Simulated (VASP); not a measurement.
# MgO (Cm) in VASP: notebook

Runs on MgO. Level: LDA. Tasks: single point.

Program: VASP 6.6.1. These are calculated values, not measurements. Logs are shortened: lines on timing, memory, paths and dates and some standing lists are left out, and cuts for length are marked.

### Step 1. The cell of the first run

Symmetry: Cm, No. 8, monoclinic system. Conventional cell: a = 5.884 Å, b = 5.884 Å, c = 4.161 Å, α = 90.00°, β = 90.00°, γ = 90.00°. Mg (site symmetry m) has 6 O at 1.98 to 2.19 Å within 2.6 Å. Mg (site symmetry m) has 6 O at 2.08 Å within 2.8 Å. Mg (site symmetry 1) has 6 O at 2.08 Å within 2.8 Å. O (site symmetry 1) has 6 Mg at 2.01 to 2.16 Å within 2.7 Å. Within 2.6 Å of O (site symmetry m) lie 6 Mg at 1.98 to 2.19 Å. Within 2.8 Å of O (site symmetry m) lie 6 Mg at 2.08 Å.

### Step 2. Single point, LDA (atom 1 (Mg) moved by -0.104 Å along [1 1 0] and -0.104 Å along [0 0 1])

The input, INCAR:

```
PREC = Accurate
ENCUT = 520
EDIFF = 1E-6
ISMEAR = 0
SIGMA = 0.05
LREAL = False
LASPH = True
NELM = 100
ALGO = Normal
ISIF = 2
LWAVE = False
LCHARG = True
GGA = CA
LELF = True
LVHAR = True
NBANDS = 26
```

The input, KPOINTS:

```
Automatic mesh
0
Gamma
  6 6 6
```

The input, POSCAR:

```
MgO
1.0
    4.1607146133      0.0000000000      0.0000000000
    0.0000000000     -4.1607146133      0.0000000000
    0.0000000000      0.0000000000     -4.1607146133
Mg O
4 4
Direct
   -0.0176746333      1.0176746333      1.0249957062
    0.5000000000      0.5000000000      1.0000000000
    0.5000000000      1.0000000000      0.5000000000
    0.0000000000      0.5000000000      0.5000000000
    0.5000000000      0.0000000000      0.0000000000
    0.0000000000      0.5000000000      0.0000000000
    0.0000000000      0.0000000000      0.5000000000
    0.5000000000      0.5000000000      0.5000000000
```

Potentials or basis: VASP PAW LDA potentials, release 64 (Mg, O).

On the command line:

```sh
cat potpaw_LDA.64/Mg/POTCAR potpaw_LDA.64/O/POTCAR > POTCAR
mpirun -np 1 vasp_std > vasp.out
```

OUTCAR:

```text
PREC = Accurate
   ENCUT = 520
   EDIFF = 1E-6
   ISMEAR = 0
   LREAL = False
   LASPH = True
   NELM = 100
   ISIF = 2
   GGA = CA

 ion  position               nearest neighbor table
   1  0.982  0.018  0.025-   7 1.98   6 2.01   5 2.01   5 2.16   6 2.16   7 2.19   4 2.82   3 2.82
                             2 2.84   4 2.92   3 2.92   2 2.95   2 2.95   3 2.97   4 2.97   2 3.05
   2  0.500  0.500  0.000-   5 2.08   6 2.08   8 2.08   8 2.08   5 2.08   6 2.08   1 2.84   4 2.94
                             4 2.94   3 2.94   3 2.94   3 2.94   4 2.94   3 2.94   4 2.94   1 2.95
   3  0.500  0.000  0.500-   5 2.08   7 2.08   8 2.08   5 2.08   8 2.08   7 2.08   1 2.82   1 2.92
                             2 2.94   4 2.94   2 2.94   2 2.94   2 2.94   4 2.94   4 2.94   4 2.94
   4  0.000  0.500  0.500-   6 2.08   7 2.08   8 2.08   6 2.08   7 2.08   8 2.08   1 2.82   1 2.92
                             3 2.94   3 2.94   2 2.94   2 2.94   3 2.94   2 2.94   2 2.94   3 2.94
   5  0.500  0.000  0.000-   1 2.01   2 2.08   3 2.08   3 2.08   2 2.08   1 2.16
   6  0.000  0.500  0.000-   1 2.01   2 2.08   4 2.08   4 2.08   2 2.08   1 2.16
   7  0.000  0.000  0.500-   1 1.98   3 2.08   4 2.08   4 2.08   3 2.08   1 2.19
   8  0.500  0.500  0.500-   2 2.08   3 2.08   4 2.08   2 2.08   3 2.08   4 2.08

  LATTYP: Found a simple cubic cell.
 ALAT       =     4.1607146133

  Lattice vectors:

 A1 = (   4.1607146133,   0.0000000000,   0.0000000000)
 A2 = (   0.0000000000,  -4.1607146133,   0.0000000000)
 A3 = (   0.0000000000,   0.0000000000,  -4.1607146133)

Analysis of symmetry for initial positions (statically):
=====================================================================
 Subroutine PRICEL returns:
 Original cell was already a primitive cell.

 Routine SETGRP: Setting up the symmetry group for a
 simple cubic supercell.

 Subroutine GETGRP returns: Found  2 space group operations
 (whereof  2 operations were pure point group operations)
 out of a pool of 48 trial point group operations.

The static configuration has the point symmetry C_1h.

Analysis of symmetry for dynamics (positions and initial velocities):
=====================================================================
 Subroutine PRICEL returns:
 Original cell was already a primitive cell.

 Routine SETGRP: Setting up the symmetry group for a
 simple cubic supercell.

 Subroutine GETGRP returns: Found  2 space group operations
 (whereof  2 operations were pure point group operations)
 out of a pool of 48 trial point group operations.

The dynamic configuration has the point symmetry C_1h.

 Subroutine INISYM returns: Found  2 space group operations
 (whereof  2 operations are pure point group operations),
 and found     1 'primitive' translations

----------------------------------------------------------------------------------------

                                     Primitive cell

  volume of cell :      72.0284

  direct lattice vectors                    reciprocal lattice vectors
     4.160714613  0.000000000  0.000000000     0.240343329  0.000000000  0.000000000
     0.000000000 -4.160714613  0.000000000     0.000000000 -0.240343329  0.000000000
     0.000000000  0.000000000 -4.160714613     0.000000000  0.000000000 -0.240343329

  length of vectors
     4.160714613  4.160714613  4.160714613     0.240343329  0.240343329  0.240343329

  position of ions in fractional coordinates (direct lattice)
     0.982325367  0.017674633  0.024995706
     0.500000000  0.500000000  0.000000000
     0.500000000  0.000000000  0.500000000
     0.000000000  0.500000000  0.500000000
     0.500000000  0.000000000  0.000000000
     0.000000000  0.500000000  0.000000000
     0.000000000  0.000000000  0.500000000
     0.500000000  0.500000000  0.500000000

  ion indices of the primitive-cell ions
   primitive index   ion index
                 1           1
                 2           2
                 3           3
                 4           4
                 5           5
                 6           6
                 7           7
                 8           8

----------------------------------------------------------------------------------------

 KPOINTS: Automatic mesh

Automatic generation of k-mesh.
 Grid dimensions read from file:
 generate k-points for:    6    6    6

 Generating k-lattice:

  Cartesian coordinates                     Fractional coordinates (reciprocal lattice)
     0.040057221  0.000000000  0.000000000     0.166666667  0.000000000  0.000000000
     0.000000000 -0.040057221  0.000000000     0.000000000  0.166666667  0.000000000
     0.000000000  0.000000000 -0.040057221     0.000000000  0.000000000  0.166666667

  Length of vectors
     0.040057221  0.040057221  0.040057221

  Shift w.r.t. Gamma in fractional coordinates (k-lattice)
     0.000000000  0.000000000  0.000000000

 Subroutine IBZKPT returns following result:
 ===========================================

 Found     68 irreducible k-points:

 Following reciprocal coordinates:
            Coordinates               Weight
  0.000000  0.000000  0.000000      1.000000
  0.166667  0.000000  0.000000      4.000000
  0.000000  0.000000  0.166667      2.000000
  0.333333  0.000000  0.000000      4.000000
  0.000000  0.000000  0.333333      2.000000
  0.500000  0.000000  0.000000      2.000000
[... 16 lines left out ...]
  0.333333  0.000000  0.333333      4.000000
 -0.333333  0.333333  0.000000      2.000000
 [... further k-points ...]
   k-points           NKPTS =     68   k-points in BZ     NKDIM =     68   number of bands    NBANDS=     26
   number of dos      NEDOS =    301   number of ions     NIONS =      8
   total plane-waves  NPLWV =  32768
   dimension x,y,z NGX =    32 NGY =   32 NGZ =   32
   dimension x,y,z NGXF=    64 NGYF=   64 NGZF=   64
   ions per type =               4   4
   NGX,Y,Z   is equivalent  to a cutoff of  12.79, 12.79, 12.79 a.u.
   NGXF,Y,Z  is equivalent  to a cutoff of  25.57, 25.57, 25.57 a.u.
 SYSTEM =  unknown system
   PREC   = accura    normal or accurate (medium, high low for compatibility)
   ISTART =      0    job   : 0-new  1-cont  2-samecut
   ICHARG =      2    charge: 1-file 2-atom 10-const
   ISPIN  =      1    spin polarized calculation?
   LNONCOLLINEAR =      F non collinear calculations
   LSORBIT =      F    spin-orbit coupling
   LASPH  =      T    aspherical Exc in radial PAW
   ENCUT  =  520.0 eV  38.22 Ry    6.18 a.u.   7.74  7.74  7.74*2*pi/ulx,y,z
   NELM   =    100;   NELMIN=  2; NELMDL= -5     # of ELM steps
   EDIFF  = 0.1E-05   stopping-criterion for ELM
   LREAL  =      F    real-space projection
   EDIFFG = 0.1E-04   stopping-criterion for IOM
   NSW    =      0    number of steps for IOM
   IBRION =     -1    ionic relax: 0-MD 1-quasi-New 2-CG
   NFREE  =      0    steps in history (QN), initial steepest desc. (CG)
   ISIF   =      2    stress and relaxation
   ISYM   =      2    0-nonsym 1-usesym 2-fastsym
   POTIM  = 0.5000    time-step for ionic-motion
   TEBEG  =    0.0;   TEEND  =   0.0 temperature during run
   PSTRESS=    0.0 pullay stress
   NELECT =      32.0000    total number of electrons
   NUPDOWN=      -1.0000    fix difference up-down
   EMIN   =  10.00;   EMAX   =-10.00  energy-range for DOS
   EFERMI =   0.00;   METHOD = LEGACY
   ISMEAR =     0;   SIGMA  =   0.05  broadening in eV -4-tet -1-fermi 0-gaus
   EFERMI_NEDOS =   21; number of points for ismear=-14 and -15
   IALGO  =     38    algorithm
   IMIX   =      4    mixing-type and parameters
     AMIX     =   0.40;   BMIX     =  1.00
     AMIX_MAG =   1.60;   BMIX_MAG =  1.00
  volume/ion in A,a.u.               =       9.00        60.76
  Fermi-wavevector in a.u.,A,eV,Ry     =   1.249176  2.360600 21.231078  1.560440
  Thomas-Fermi vector in A             =   2.383228
   LORBIT       =      0    0 simple, 1 ext, 2 COOP (PROOUT), +10 PAW based schemes
   GGA     = CA    functional components
   LHFCALC =     F    Hartree Fock is set to
   AEXX    =    0.0000 exact exchange contribution
   IVDW    =     0    specifies the selected vdW correction
   LEPSILON=     F    determine dielectric tensor
   LRPA    =     F    only Hartree local field effects (RPA)
 non-spin polarized calculation
 Gauss-broadening in eV      SIGMA  =   0.05
  energy-cutoff  :      520.00
  volume of cell :       72.03
 maximum number of plane-waves:      1956
   NGX = 15   NGY = 15   NGZ = 15

 number of electron      32.0000014 magnetization

 Free energy of the ion-electron system (eV)
  ---------------------------------------------------
  ext. energy  EPLUGINS =         0.00000000
  ---------------------------------------------------
  free energy    TOTEN  =       -53.66227228 eV

  energy without entropy =      -53.66227228  energy(sigma->0) =      -53.66227228

 E-fermi :   3.3782     XC(G=0): -11.7679

 val. band max:        3.1629317118   @ k =   0.0000   0.0000   0.0000
 cond. band min:       8.1807687456   @ k =   0.0000   0.0000   0.0000
 fundamental gap:      5.0178370338
 Fermi energy:         3.3782471446

 k-point     1 :       0.0000    0.0000    0.0000
  band No.  band energies     occupation
      1     -14.0393      2.00000
      2     -12.3122      2.00000
      3     -12.3046      2.00000
      4     -12.2990      2.00000
      5      -1.1488      2.00000
      6      -1.1403      2.00000
[... 18 lines left out ...]
     25      16.4461      0.00000
     26      16.4609      0.00000

 k-point     2 :       0.1667    0.0000    0.0000
  band No.  band energies     occupation
      1     -13.9304      2.00000
      2     -12.4294      2.00000
      3     -12.2913      2.00000
      4     -12.2882      2.00000
      5      -1.0087      2.00000
      6      -0.9983      2.00000
[... 18 lines left out ...]
     25      16.2891      0.00000
[... 608 lines left out ...]
     25      15.8216      0.00000
     26      16.6738      0.00000

 k-point    24 :      -0.3333    0.3333    0.0000
  band No.  band energies     occupation
      1     -13.2809      2.00000
      2     -12.5966      2.00000
      3     -12.5843      2.00000
      4     -12.3342      2.00000
      5      -0.5622      2.00000
      6      -0.5466      2.00000
[... 18 lines left out ...]
     25      15.8462      0.00000
     26      16.7974      0.00000

 [... further k-points ...]

------------------------ aborting loop because EDIFF is reached ----------------------------------------

  FORCE on cell =-STRESS in cart. coord.  units (eV):
  Direction    XX          YY          ZZ          XY          YZ          ZX
  --------------------------------------------------------------------------------------
  -------------------------------------------------------------------------------------
  Total       -0.5911515     -0.5911515     -0.3573406     -0.0094474     -0.0147796     -0.0147796
  in kB      -13.1493904    -13.1493904     -7.9485725     -0.2101457     -0.3287534     -0.3287534
  external PRESSURE =     -11.4157844 kB  Pullay stress =       0.0000000 kB

 VOLUME and BASIS-vectors are now :
 -----------------------------------------------------------------------------
  energy-cutoff  :      520.00
  volume of cell :       72.03
      direct lattice vectors                 reciprocal lattice vectors
     4.160714613  0.000000000  0.000000000     0.240343329  0.000000000  0.000000000
     0.000000000 -4.160714613  0.000000000     0.000000000 -0.240343329  0.000000000
     0.000000000  0.000000000 -4.160714613     0.000000000  0.000000000 -0.240343329

 POSITION                                       TOTAL-FORCE (eV/Angst)
 -----------------------------------------------------------------------------------
      4.08718     -0.07354     -0.10400         0.780881      0.780881      1.140708
      2.08036     -2.08036      0.00000        -0.202042     -0.202042      0.087864
      2.08036      0.00000     -2.08036        -0.205366      0.062956     -0.286790
      0.00000     -2.08036     -2.08036         0.062956     -0.205366     -0.286790
      2.08036      0.00000      0.00000        -0.242231     -0.109519     -0.155419
      0.00000     -2.08036      0.00000        -0.109519     -0.242231     -0.155419
      0.00000      0.00000     -2.08036        -0.105607     -0.105607     -0.373217
      2.08036     -2.08036     -2.08036         0.020926      0.020926      0.029062
 -----------------------------------------------------------------------------------
    total drift:                               -0.000044     -0.000044      0.000518

  FREE ENERGIE OF THE ION-ELECTRON SYSTEM (eV)
  ---------------------------------------------------
  free  energy   TOTEN  =       -53.6622722799 eV

  energy  without entropy=      -53.6622722799  energy(sigma->0) =      -53.66227228
```

Wall time 57 s (1 thread of Intel Xeon Platinum 8488C (Sapphire Rapids), shared host); peak memory 0.22 GiB.

Results:

* Free energy: -53.6623 eV
* Pressure: -1.1 GPa
* Largest force: 1.588 eV/Å
* Band gap on the k mesh: 5.02 eV

Forces in eV/Å, atoms in the order of the input:
```
Mg   0.781  0.781  1.141
Mg  -0.202 -0.202  0.088
Mg  -0.205  0.063 -0.287
Mg   0.063 -0.205 -0.287
O   -0.242 -0.110 -0.155
O   -0.110 -0.242 -0.155
O   -0.106 -0.106 -0.373
O    0.021  0.021  0.029
```

Caveat: the cell differs from its parent crystal (atom 1 (Mg) moved by -0.104 Å along [1 1 0] and -0.104 Å along [0 0 1]); forces of over 1 eV/Å act on the atoms, so gaps and moduli don't describe the material at rest.

(Part 1 of 2 ends here.)
